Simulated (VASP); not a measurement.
# TiGe2As2 (P6/mmm) in VASP: further runs, part 2 of 2

VASP 6.6.1. Earlier steps stand in the parts before.

## Step 3: Single point, PBE

This run uses another cell than the first one, of 28.20 Å³/atom.

Contents of INCAR:

```
SYSTEM = TiGe2As2
ALGO = Normal
EDIFF = 1E-6
ENCUT = 520
GGA = PE
ISIF = 2
ISMEAR = 0
LASPH = .True.
LCHARG = .False.
LREAL = .False.
LWAVE = .False.
NBANDS = 33
NELM = 80
PREC = Accurate
SIGMA = 0.1
```

Contents of KPOINTS:

```
k-points
0
Gamma
  9 9 6
  0 0 0
```

Contents of POSCAR:

```
TiGe2As2
1.0
    4.6479908053      0.0000000000      0.0000000000
   -2.3239954026      4.0252781139      0.0000000000
    0.0000000000      0.0000000000      7.5353168424
Ti Ge As
1 2 2
Direct
    0.0000000000      0.0000000000      0.0000000000
    0.0000000000      0.0000000000      0.3327679221
    0.0000000000      0.0000000000      0.6672320779
    0.3333333333      0.6666666667      0.5000000000
    0.6666666667      0.3333333333      0.5000000000
```

Potentials or basis: VASP PAW PBE potentials, release 64 (Ti_sv, Ge_d, As).

Command:

```
> cat potpaw_PBE.64/Ti_sv/POTCAR potpaw_PBE.64/Ge_d/POTCAR potpaw_PBE.64/As/POTCAR > POTCAR
> mpirun -np 1 vasp_std > vasp.out
```

OUTCAR:

```text
SYSTEM = TiGe2As2
   EDIFF = 1E-6
   ENCUT = 520
   GGA = PE
   ISIF = 2
   ISMEAR = 0
   LASPH = .True.
   LREAL = .False.
   NELM = 80
   PREC = Accurate

 ion  position               nearest neighbor table
   1  0.000  0.000  0.000-   2 2.51   3 2.51
   2  0.000  0.000  0.333-   1 2.51   3 2.52
   3  0.000  0.000  0.667-   1 2.51   2 2.52
   4  0.333  0.667  0.500-   5 2.68   5 2.68   5 2.68
   5  0.667  0.333  0.500-   4 2.68   4 2.68   4 2.68

  LATTYP: Found a hexagonal cell.
 ALAT       =     4.6479908053
 C/A-ratio  =     1.6211987411

  Lattice vectors:

 A1 = (   4.6479908053,   0.0000000000,   0.0000000000)
 A2 = (  -2.3239954026,   4.0252781139,   0.0000000000)
 A3 = (   0.0000000000,   0.0000000000,   7.5353168424)

Analysis of symmetry for initial positions (statically):
=====================================================================
 Subroutine PRICEL returns:
 Original cell was already a primitive cell.

 Routine SETGRP: Setting up the symmetry group for a
 hexagonal supercell.

 Subroutine GETGRP returns: Found 24 space group operations
 (whereof 24 operations were pure point group operations)
 out of a pool of 24 trial point group operations.

The static configuration has the point symmetry D_6h.

Analysis of symmetry for dynamics (positions and initial velocities):
=====================================================================
 Subroutine PRICEL returns:
 Original cell was already a primitive cell.

 Routine SETGRP: Setting up the symmetry group for a
 hexagonal supercell.

 Subroutine GETGRP returns: Found 24 space group operations
 (whereof 24 operations were pure point group operations)
 out of a pool of 24 trial point group operations.

The dynamic configuration has the point symmetry D_6h.

 Subroutine INISYM returns: Found 24 space group operations
 (whereof 24 operations are pure point group operations),
 and found     1 'primitive' translations

----------------------------------------------------------------------------------------

                                     Primitive cell

  volume of cell :     140.9817

  direct lattice vectors                    reciprocal lattice vectors
     4.647990805  0.000000000  0.000000000     0.215146725  0.124215020  0.000000000
    -2.323995403  4.025278114  0.000000000     0.000000000  0.248430039  0.000000000
     0.000000000  0.000000000  7.535316842     0.000000000  0.000000000  0.132708421

  length of vectors
     4.647990805  4.647990805  7.535316842     0.248430039  0.248430039  0.132708421

  position of ions in fractional coordinates (direct lattice)
     0.000000000  0.000000000  0.000000000
     0.000000000  0.000000000  0.332767922
     0.000000000  0.000000000  0.667232078
     0.333333333  0.666666667  0.500000000
     0.666666667  0.333333333  0.500000000

  ion indices of the primitive-cell ions
   primitive index   ion index
                 1           1
                 2           2
                 3           3
                 4           4
                 5           5

----------------------------------------------------------------------------------------

 KPOINTS: k-points

Automatic generation of k-mesh.
 Grid dimensions read from file:
 generate k-points for:    9    9    6

 Generating k-lattice:

  Cartesian coordinates                     Fractional coordinates (reciprocal lattice)
     0.023905192  0.013801669  0.000000000     0.111111111 -0.000000000  0.000000000
     0.000000000  0.027603338  0.000000000     0.000000000  0.111111111  0.000000000
     0.000000000  0.000000000  0.022118070     0.000000000  0.000000000  0.166666667

  Length of vectors
     0.027603338  0.027603338  0.022118070

  Shift w.r.t. Gamma in fractional coordinates (k-lattice)
     0.000000000  0.000000000  0.000000000

 Subroutine IBZKPT returns following result:
 ===========================================

 Found     48 irreducible k-points:

 Following reciprocal coordinates:
            Coordinates               Weight
  0.000000  0.000000  0.000000      1.000000
  0.111111  0.000000  0.000000      6.000000
  0.222222 -0.000000  0.000000      6.000000
  0.333333  0.000000  0.000000      6.000000
  0.444444 -0.000000  0.000000      6.000000
  0.111111  0.111111  0.000000      6.000000
[... 16 lines left out ...]
  0.333333  0.222222  0.166667     24.000000
  0.333333  0.333333  0.166667      4.000000
 [... further k-points ...]
   k-points           NKPTS =     48   k-points in BZ     NKDIM =     48   number of bands    NBANDS=     33
   number of dos      NEDOS =    301   number of ions     NIONS =      5
   total plane-waves  NPLWV =  72576
   dimension x,y,z NGX =    36 NGY =   36 NGZ =   56
   dimension x,y,z NGXF=    72 NGYF=   72 NGZF=  112
   ions per type =               1   2   2
   NGX,Y,Z   is equivalent  to a cutoff of  12.88, 12.88, 12.35 a.u.
   NGXF,Y,Z  is equivalent  to a cutoff of  25.75, 25.75, 24.71 a.u.
 SYSTEM =  TiGe2As2
   PREC   = accura    normal or accurate (medium, high low for compatibility)
   ISTART =      0    job   : 0-new  1-cont  2-samecut
   ICHARG =      2    charge: 1-file 2-atom 10-const
   ISPIN  =      1    spin polarized calculation?
   LNONCOLLINEAR =      F non collinear calculations
   LSORBIT =      F    spin-orbit coupling
   LASPH  =      T    aspherical Exc in radial PAW
   ENCUT  =  520.0 eV  38.22 Ry    6.18 a.u.   8.64  8.64 14.01*2*pi/ulx,y,z
   NELM   =     80;   NELMIN=  2; NELMDL= -5     # of ELM steps
   EDIFF  = 0.1E-05   stopping-criterion for ELM
   LREAL  =      F    real-space projection
   EDIFFG = 0.1E-04   stopping-criterion for IOM
   NSW    =      0    number of steps for IOM
   IBRION =     -1    ionic relax: 0-MD 1-quasi-New 2-CG
   NFREE  =      0    steps in history (QN), initial steepest desc. (CG)
   ISIF   =      2    stress and relaxation
   ISYM   =      2    0-nonsym 1-usesym 2-fastsym
   POTIM  = 0.5000    time-step for ionic-motion
   TEBEG  =    0.0;   TEEND  =   0.0 temperature during run
   PSTRESS=    0.0 pullay stress
   NELECT =      50.0000    total number of electrons
   NUPDOWN=      -1.0000    fix difference up-down
   EMIN   =  10.00;   EMAX   =-10.00  energy-range for DOS
   EFERMI =   0.00;   METHOD = LEGACY
   ISMEAR =     0;   SIGMA  =   0.10  broadening in eV -4-tet -1-fermi 0-gaus
   EFERMI_NEDOS =   21; number of points for ismear=-14 and -15
   IALGO  =     38    algorithm
   IMIX   =      4    mixing-type and parameters
     AMIX     =   0.40;   BMIX     =  1.00
     AMIX_MAG =   1.60;   BMIX_MAG =  1.00
  volume/ion in A,a.u.               =      28.20       190.28
  Fermi-wavevector in a.u.,A,eV,Ry     =   1.158806  2.189825 18.270319  1.342831
  Thomas-Fermi vector in A             =   2.295404
   LORBIT       =      0    0 simple, 1 ext, 2 COOP (PROOUT), +10 PAW based schemes
   GGA     = PE    functional components
   LHFCALC =     F    Hartree Fock is set to
   AEXX    =    0.0000 exact exchange contribution
   IVDW    =     0    specifies the selected vdW correction
   LEPSILON=     F    determine dielectric tensor
   LRPA    =     F    only Hartree local field effects (RPA)
 non-spin polarized calculation
 Gauss-broadening in eV      SIGMA  =   0.10
  energy-cutoff  :      520.00
  volume of cell :      140.98
 maximum number of plane-waves:      3817
 NGX is ok and might be reduce to    36
   NGX = 17   NGY = 17   NGZ = 29

 number of electron      49.9999981 magnetization

 Free energy of the ion-electron system (eV)
  ---------------------------------------------------
  ext. energy  EPLUGINS =         0.00000000
  ---------------------------------------------------
  free energy    TOTEN  =       -21.05839964 eV

  energy without entropy =      -21.01077049  energy(sigma->0) =      -21.03458507

 E-fermi :   3.4136     XC(G=0):  -8.8424

 val. band max:        3.4105493795   @ k =   0.2222   0.1111   0.1667
 cond. band min:       3.4176028893   @ k =   0.3333   0.2222   0.1667
 fundamental gap:      0.0070535098
 Fermi energy:         3.4135693451

 k-point     1 :       0.0000    0.0000    0.0000
  band No.  band energies     occupation
      1     -54.2767      2.00000
      2     -30.7147      2.00000
      3     -30.7147      2.00000
      4     -30.2250      2.00000
      5     -21.3515      2.00000
      6     -21.3133      2.00000
[... 25 lines left out ...]
     32       5.8627      0.00000
     33       6.6130      0.00000
[... 797 lines left out ...]
      3     -30.7159      2.00000
      4     -30.2248      2.00000
      5     -21.3484      2.00000
      6     -21.3127      2.00000
[... 25 lines left out ...]
     32       6.1202      0.00000
     33       7.5382      0.00000

 [... further k-points ...]
[... 5 lines left out ...]
  --------------------------------------------------------------------------------------
  -------------------------------------------------------------------------------------
  Total        0.0242282      0.0242282      0.0946481      0.0000000      0.0000000      0.0000000
  in kB        0.2753395      0.2753395      1.0756218      0.0000000      0.0000000      0.0000000
  external PRESSURE =       0.5421003 kB  Pullay stress =       0.0000000 kB

 VOLUME and BASIS-vectors are now :
 -----------------------------------------------------------------------------
  energy-cutoff  :      520.00
  volume of cell :      140.98
      direct lattice vectors                 reciprocal lattice vectors
     4.647990805  0.000000000  0.000000000     0.215146725  0.124215020  0.000000000
    -2.323995403  4.025278114  0.000000000     0.000000000  0.248430039  0.000000000
     0.000000000  0.000000000  7.535316842     0.000000000  0.000000000  0.132708421

 POSITION                                       TOTAL-FORCE (eV/Angst)
 -----------------------------------------------------------------------------------
      0.00000      0.00000      0.00000         0.000000      0.000000      0.000000
      0.00000      0.00000      2.50751         0.000000     -0.000000      0.008066
      0.00000      0.00000      5.02781        -0.000000      0.000000     -0.008066
     -0.00000      2.68352      3.76766        -0.000000     -0.000000      0.000000
      2.32400      1.34176      3.76766         0.000000      0.000000      0.000000
 -----------------------------------------------------------------------------------
    total drift:                               -0.000000     -0.000000      0.000000

  FREE ENERGIE OF THE ION-ELECTRON SYSTEM (eV)
  ---------------------------------------------------
  free  energy   TOTEN  =       -21.0583996373 eV

  energy  without entropy=      -21.0107704945  energy(sigma->0) =      -21.03458507
```

It took 3.2 min on 1 thread of AMD EPYC 7R13 (Zen 3), shared host; peak memory 0.36 GiB.

Results:

| Property | Result |
| --- | --- |
| Free energy | -21.0584 eV |
| Pressure | 0.1 GPa |
| Largest force | 0.008 eV/Å |
| Band gap on the k mesh | zero (bands 25 and 26 overlap by 0.63 eV) |

Forces in eV/Å, atoms in the order of the input:
```
Ti   0.000  0.000  0.000
Ge   0.000  0.000  0.008
Ge   0.000  0.000 -0.008
As   0.000  0.000  0.000
As   0.000  0.000  0.000
```

Stress tensor (GPa, compression positive):
```
0.03 0.00 0.00
0.00 0.03 0.00
0.00 0.00 0.11
```

Levels at points of the mesh, in eV from the Fermi level:
```
           k point  band 23  band 24  band 25  band 26  band 27  band 28
(0.00, 0.00, 0.00)    -3.01    -1.13    -0.69    -0.29    -0.29     0.23
(0.00, 0.00, 0.50)    -2.14    -2.02    -0.98     0.22     0.22     0.42
```
